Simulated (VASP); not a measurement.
**Rh: single point with PBE**

Crystal: Rh.

```
Rh
1.0
     1.34718   -4.82776    0.00000
     1.34718    4.82776    0.00000
     0.00000    0.00000    4.56111
Rh
4
Direct
  0.12831 0.87169 0.99999
  0.62831 0.37169 0.50001
  0.87169 0.12831 0.00001
  0.37169 0.62831 0.49999
```

```yaml
Program: VASP 6.6.1
Task: single point
Functional: PBE
Potentials_or_basis: VASP PAW PBE potentials, release 64 (Rh_pv)
Cutoff: 520 eV
k_mesh: 6 × 6 × 4
Occupations: gaussian, width 0.1 eV
Spin: no spin polarisation
```

The pressure is 0.1 GPa and the largest force is 0.004 eV/Å. The band gap on the k mesh is zero (bands 30 and 31 overlap by 1.65 eV).

Forces on the atoms (eV/Å):
```
Rh   0.000 -0.004  0.000
Rh   0.000 -0.004  0.000
Rh   0.000  0.004  0.000
Rh   0.000  0.004  0.000
```

Levels at points of the mesh, in eV from the Fermi level:
```tsv
k point	band 28	band 29	band 30	band 31	band 32	band 33
(0.00, 0.00, 0.00)	-0.56	-0.20	0.16	0.61	0.83	1.21
(0.50, 0.00, 0.00)	-0.96	-0.49	-0.49	0.90	0.90	3.51
(0.50, 0.50, 0.00)	-0.67	-0.53	0.18	0.61	1.05	1.10
(0.00, 0.00, 0.50)	-0.94	-0.72	-0.72	-0.46	-0.46	-0.23
(0.50, 0.00, 0.50)	-0.08	1.10	1.10	1.20	1.20	3.05
(0.50, 0.50, 0.50)	-1.15	-0.61	-0.61	0.00	0.00	0.25
```

Run time: 89 s on 1 thread of Intel(R) Xeon(R) Platinum 8259CL CPU @ 2.50GHz (Skylake/Cascade Lake), with other jobs on the host, peak memory 0.25 GiB.

Caveat: the k points lie up to 0.40 Å⁻¹ apart, too coarse for converged energies and pressures of a metal.
